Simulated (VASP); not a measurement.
Wanted: the native input for a VASP 6.6.1 run.

| Item | Value |
| --- | --- |
| Task | single point |
| Functional | PBE |
| Potentials or basis | VASP PAW PBE potentials, release 64 (Al, Ni) |
| Cutoff | 520 eV |
| k mesh | 18 × 18 × 16 |
| Occupations | gaussian, width 0.15 eV |
| Spin | no spin polarisation |
| Dipole correction | no |
| Further INCAR settings | ALGO = Normal; EDIFF = 1e-06; NBANDS = 14 |

The structure of AlNi lies in POSCAR:

```
AlNi
1.0
    1.9677744100     -1.9531901500      0.0000000000
    1.9677744100      1.9531901500      0.0000000000
    0.0000000000      0.0000000000      3.0994300413
Al Ni
1 1
Direct
    0.0000000000      0.0000000000      0.0000000000
    0.5000000000      0.5000000000      0.5000000000
```

This cell differs from its parent crystal: strain +0.0150 x Voigt [1, 0, 0, 0, 0, 0].

The input as run:

INCAR

```
SYSTEM = AlNi
PREC = Accurate ; ENCUT = 520
EDIFF = 1E-6 ; ISMEAR = 0
SIGMA = 0.15 ; LREAL = .False.
LASPH = .True. ; NELM = 100
ALGO = Normal ; ISIF = 2
LWAVE = .False. ; LCHARG = .True.
GGA = PE ; LELF = .True.
LVHAR = .True. ; NBANDS = 14
```

KPOINTS

```
regular mesh
0
Gamma
  18 18 16
  0 0 0
```

Potentials or basis: VASP PAW PBE potentials, release 64 (Al, Ni).

Launch:

```console
$ cat potpaw_PBE.64/Al/POTCAR potpaw_PBE.64/Ni/POTCAR > POTCAR
$ mpirun -np 1 vasp_std > vasp.out
```

It gave:

| Item | Value |
| --- | --- |
| Pressure | 3.3 GPa |

Caveat: the cell differs from its parent crystal (strain +0.0150 x Voigt [1, 0, 0, 0, 0, 0]).

Wall time 69 s on 1 thread of Intel(R) Xeon(R) 6975P-C (Granite Rapids), on a shared host, peak memory 0.37 GiB.
